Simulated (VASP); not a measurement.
Here is a VASP 6.6.1 calculation.

The input INCAR:

```
ALGO = Normal
DIPOL = 0.5 0.5 0.322
EDIFF = 1E-6
ENCUT = 520
GGA = CA
IDIPOL = 3
ISIF = 2
ISMEAR = 0
ISPIN = 2
LASPH = True
LCHARG = True
LDIPOL = True
LELF = True
LORBIT = 11
LREAL = False
LVACPOTAV = True
LVHAR = True
LWAVE = False
MAGMOM = 0 0 0 0 2
NBANDS = 22
NELM = 150
PREC = Accurate
SIGMA = 0.05
```

Contents of KPOINTS:

```
k-points
0
Gamma
  7 7 1
```

Contents of POSCAR:

```
Si
1.0
    3.8195065206      0.0000000000      0.0000000000
    0.0000000000      3.8195065206      0.0000000000
    0.0000000000      0.0000000000     21.0645252450
Si
5
Direct
    0.0000000000      0.5000000000      0.1898927203
    0.0000000000      0.0000000000      0.2540004780
    0.5000000000      0.0000000000      0.3202822601
    0.5000000000      0.5000000000      0.3828486591
    0.6250000000      0.6250000000      0.4635530652
```

Potentials or basis: VASP PAW LDA potentials, release 64 (Si).

Command:

```bash
$ cat potpaw_LDA.64/Si/POTCAR > POTCAR
$ mpirun -np 1 vasp_std > vasp.out
```

Task: Estimate the net moment.

Result: 0.00 μB per cell.

Task: Estimate the band gap on the k mesh.

Result: Zero (filled and empty bands overlap).

Forces in eV/Å, atoms in the order of the input:
```
Si    0.087  -0.078   0.071
Si   -0.103  -0.017   0.201
Si   -0.033   0.243  -0.365
Si   -3.012  -3.332 -10.010
Si    3.062   3.184  10.103
```
